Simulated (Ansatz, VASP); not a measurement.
## TiC in VASP and in Ansatz

The input INCAR:

```
SYSTEM = TiC
ALGO = Normal
EDIFF = 1E-6
ENCUT = 600
GGA = PS
GGA_COMPAT = .False.
ISIF = 2
ISMEAR = 0
LASPH = .True.
LCHARG = .True.
LELF = .True.
LREAL = .False.
LVHAR = .True.
LWAVE = .False.
NBANDS = 15
NELM = 120
PREC = Accurate
SIGMA = 0.1
```

KPOINTS

```
k-points
0
Gamma
  16 16 16
  0 0 0
```

File POSCAR:

```
TiC
1.0
    0.0000000000      2.1466167657      2.1466167657
    2.1466167657      0.0000000000      2.1466167657
    2.1466167657      2.1466167657      0.0000000000
Ti C
1 1
Direct
    0.0000000000      0.0000000000      0.0000000000
    0.5000000000      0.5000000000      0.5000000000
```

Input for Ansatz:

```yaml
crystal:
  lattice:
    - [0.0, 2.1466167657, 2.1466167657]
    - [2.1466167657, 0.0, 2.1466167657]
    - [2.1466167657, 2.1466167657, 0.0]
  atoms:
    - { symbol: Ti, position: [0.0, 0.0, 0.0] }
    - { symbol: C, position: [0.5, 0.5, 0.5] }
basis: {}
kpoints:
  mp_grid: { grid: [16, 16, 16] }
hamiltonian:
  xc: pbesol
  pseudopotentials: { kind: all_electron, lapw: {} }
scf:
  occupations: { method: gaussian, width: 0.1 }
output:
  forces: true
  stress: true
  eigenvalues: true
```

Alike in both runs: task single point; functional PBEsol; k mesh 16 × 16 × 16; occupations gaussian, width 0.1 eV; no spin polarisation.

|  | VASP | Ansatz |
| --- | --- | --- |
| version | VASP 6.6.1 | Ansatz 0.2.0 |
| potentials or method | VASP PAW PBE potentials, release 64 (Ti_sv, C), cutoff 600 eV | scalar-relativistic, all-electron LAPW |

```tsv
	VASP	Ansatz	Ansatz less VASP
gap on the k mesh at the Fermi level (eV)	none	none	-
pressure (GPa)	0.2	0.0	-0.21
```

VASP's potentials were made for PBE, not for PBEsol. A gap of «none» marks a metal or a gap that the smearing closes. Ansatz ran all-electron here, and VASP with PAW potentials.
